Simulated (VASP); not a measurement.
## NaCl: single point with PBE

Crystal: NaCl.

```xyz
2
Lattice="0.0000 2.7466 2.7466 2.7466 0.0000 2.7466 2.7466 2.7466 0.0000" Properties=species:S:1:pos:R:3 pbc="T T T"
Na    0.0000    0.0000    0.0000
Cl    2.7466    2.7466    2.7466
```

This cell differs from its parent crystal: strain -2.0%.

* Program: VASP 6.6.1
* Task: single point
* Functional: PBE
* Potentials or basis: VASP PAW PBE potentials, release 64 (Na_pv, Cl)
* Cutoff: 520 eV
* k mesh: 8 × 8 × 8
* Occupations: fermi-dirac, width 0.02 eV
* Spin: no spin polarisation
* Dipole correction: no
* Further INCAR settings: ALGO = Normal; EDIFF = 1e-06; NBANDS = 14

| Item | Value |
| --- | --- |
| Pressure | 3.3 GPa |
| Band gap on the k mesh | 5.43 eV, direct |

Levels at points of the mesh, in eV from the valence-band top:
```csv
k point,band 4,band 5,band 6,band 7,band 8,band 9,band 10,band 11
"(0.00, 0.00, 0.00)",-12.85,0.00,0.00,0.00,5.43,11.19,11.19,11.19
"(0.50, 0.00, 0.00)",-12.42,-2.17,-0.31,-0.31,7.41,11.16,11.16,11.29
"(0.50, 0.50, 0.00)",-12.37,-1.88,-0.68,-0.68,7.77,8.00,11.90,15.50
```

Wall time 14 s on 1 thread of Intel(R) Xeon(R) 6975P-C (Granite Rapids), with other jobs on the host, peak memory 0.16 GiB.

Caveat: the cell differs from its parent crystal (strain -2.0%).
